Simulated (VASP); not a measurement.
Wanted: the native input for a VASP 6.6.1 run.

```
Task                   : single point
Functional             : LDA
Potentials or basis    : VASP PAW LDA potentials, release 64 (Ga_d, Sb)
Cutoff                 : 520 eV
k mesh                 : 8 × 8 × 8
Occupations            : gaussian, width 0.02 eV
Spin                   : no spin polarisation
Dipole correction      : no
Further INCAR settings : ALGO = Normal; EDIFF = 1e-06; NBANDS = 16
```

The structure of GaSb lies in POSCAR:

```
GaSb
1.0
   -2.7534340000      2.7534340000      1.5747999300
    2.7534340000     -2.7534340000      1.5747999300
    2.7534340000      2.7534340000     -1.5747999300
Ga Sb
1 1
Direct
    0.2500000000      0.7500000000      0.5000000000
    0.0000000000      0.0000000000      0.0000000000
```

One way to write it, as run:

INCAR

```
SYSTEM = GaSb
PREC = Accurate ; ENCUT = 520
EDIFF = 1E-6 ; ISMEAR = 0
SIGMA = 0.02 ; LREAL = .False.
LASPH = .True. ; NELM = 60
ALGO = Normal ; ISIF = 2
LWAVE = .False. ; LCHARG = .False.
NBANDS = 16
```

KPOINTS

```
Automatic mesh
0
Gamma
  8 8 8
  0 0 0
```

Potentials or basis: VASP PAW LDA potentials, release 64 (Ga_d, Sb).

Run with:

```bash
$ cat potpaw_LDA.64/Ga_d/POTCAR potpaw_LDA.64/Sb/POTCAR > POTCAR
$ mpirun -np 1 vasp_std > vasp.out
```

Results of the run:

```yaml
Pressure: -3.7 GPa
Band_gap_on_the_k_mesh: zero (band 9 reaches 8.24 eV, above the bottom of band 10 at 4.43 eV)
```

Caveat: spin-orbit coupling is left out, which moves the levels of the heavy elements.

Wall time 20 s on 1 thread of Intel Xeon 6975P-C, on a shared host, peak memory 0.18 GiB.
